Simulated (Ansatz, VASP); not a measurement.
**ZnO: VASP beside Ansatz**

Contents of POSCAR:

```
ZnO
1.0
    3.3162243829      0.0000000000      0.0000000000
   -1.6581121915      2.8719345603      0.0000000000
    0.0000000000      0.0000000000      5.3412256183
Zn O
2 2
Direct
    0.3333333333      0.6666666667     -0.0023477534
    0.6666666667      0.3333333333      0.4976522466
    0.3333333333      0.6666666667      0.3773477534
    0.6666666667      0.3333333333      0.8773477534
```

The input INCAR.step1:

```
SYSTEM = ZnO
PREC = Accurate
ENCUT = 520
ISMEAR = 0
SIGMA = 0.01
LREAL = .False.
LASPH = .True.
NELM = 100
NBANDS = 26
GGA = PE
ALGO = Normal
EDIFF = 1E-4
LWAVE = .True.
LCHARG = .False.
```

File INCAR.step2:

```
SYSTEM = ZnO
PREC = Accurate
ENCUT = 520
EDIFF = 1E-7
ISMEAR = 0
SIGMA = 0.01
LREAL = .False.
LASPH = .True.
NELM = 100
ALGO = Normal
ISIF = 2
LWAVE = .False.
LCHARG = .True.
METAGGA = R2SCAN
LMIXTAU = .True.
LELF = .True.
LVHAR = .True.
NBANDS = 26
ISTART = 1
```

Contents of KPOINTS:

```
regular mesh
0
Gamma
  12 12 6
  0 0 0
```

Input for Ansatz:

```yaml
crystal:
  lattice:
    - [3.3162243829, 0.0, 0.0]
    - [-1.6581121915, 2.8719345603, 0.0]
    - [0.0, 0.0, 5.3412256183]
  atoms:
    - { symbol: Zn, position: [0.3333333333, 0.6666666667, -0.0023477534] }
    - { symbol: Zn, position: [0.6666666667, 0.3333333333, 0.4976522466] }
    - { symbol: O, position: [0.3333333333, 0.6666666667, 0.3773477534] }
    - { symbol: O, position: [0.6666666667, 0.3333333333, 0.8773477534] }
kpoints:
  mp_grid: { grid: [12, 12, 6] }
  band_path:
    path:
      - [0.0, 0.0, 0.0]
      - [0.5, 0.0, 0.0]
      - [0.3333333333, 0.3333333333, 0.0]
      - [0.0, 0.0, 0.5]
      - [0.5, 0.0, 0.5]
      - [0.3333333333, 0.3333333333, 0.5]
    npoints: 1
hamiltonian:
  xc: r2scan
scf:
  occupations: { method: fixed }
  n_extra_bands: 5
output:
  forces: true
  stress: true
  eigenvalues: true
```

Change from the starting cell: hydrostatic strain +2.5%.

Alike in both runs: task single point; functional r2SCAN; k mesh 12 × 12 × 6; no spin polarisation.

|  | VASP | Ansatz |
| --- | --- | --- |
| version | VASP 6.6.1 | Ansatz 0.2.0 |
| potentials or method | VASP PAW PBE potentials, release 64 (Zn, O) | plane waves, PAW |
| plane-wave cutoff (eV) | 520 | 500 |
| occupations | gaussian, width 0.01 eV | fixed |
| valence electrons in the cell | 36 | 36 |

|  | VASP | Ansatz | Ansatz less VASP |
| --- | --- | --- | --- |
| gap on the k mesh at the Fermi level (eV) | 1.12 | 1.12 | +0.006 |
| pressure (GPa) | -8.7 | -9.4 | -0.71 |
| traceless stress, the component that is largest in VASP (GPa) | -0.12 | 0.08 | +0.201 |

VASP's potentials were made for PBE, not for r2SCAN.
